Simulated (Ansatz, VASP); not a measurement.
**BeTe6 in VASP and in Ansatz**

```
Be Te
1.0
     7.50173    0.00000    0.00000
     0.00000    7.50173    0.00000
     0.00000    0.00000    4.52149
Be Te
1 6
Direct
  0.50000 0.50000 0.00000
  0.68658 0.68658 0.67676
  0.31342 0.31342 0.67676
  0.68658 0.31342 0.32324
  0.31342 0.68658 0.32324
  0.50000 0.00000 0.00000
  0.00000 0.50000 0.00000
```

Alike in both runs: task relaxation of cell and atoms; functional PBE; k mesh 4 × 4 × 8; occupations gaussian, width 0.1 eV; no spin polarisation.

|  | VASP | Ansatz |
| --- | --- | --- |
| version | VASP 6.6.1 | Ansatz 0.2.0 |
| potentials or method | VASP PAW PBE potentials, release 64 (Be, Te), cutoff 600 eV | scalar-relativistic, plane waves, PAW |
| valence electrons in the cell | 38 | 98 |

```tsv
	VASP	Ansatz	Ansatz less VASP
gap on the k mesh at the Fermi level, each at its own relaxed structure (eV)	none	none	-
relaxed volume (Å³/atom)	36.32	36.36	+0.048
relaxed length of the cell vector where the two differ most in proportion (Å)	4.517	4.521	+0.0040
```

A gap of «none» marks a metal or a gap that the smearing closes. VASP's potentials hold 38 valence electrons a cell and Ansatz's 98, so a difference there can come from the potentials and not from the codes.

Neither program's run includes spin-orbit coupling.
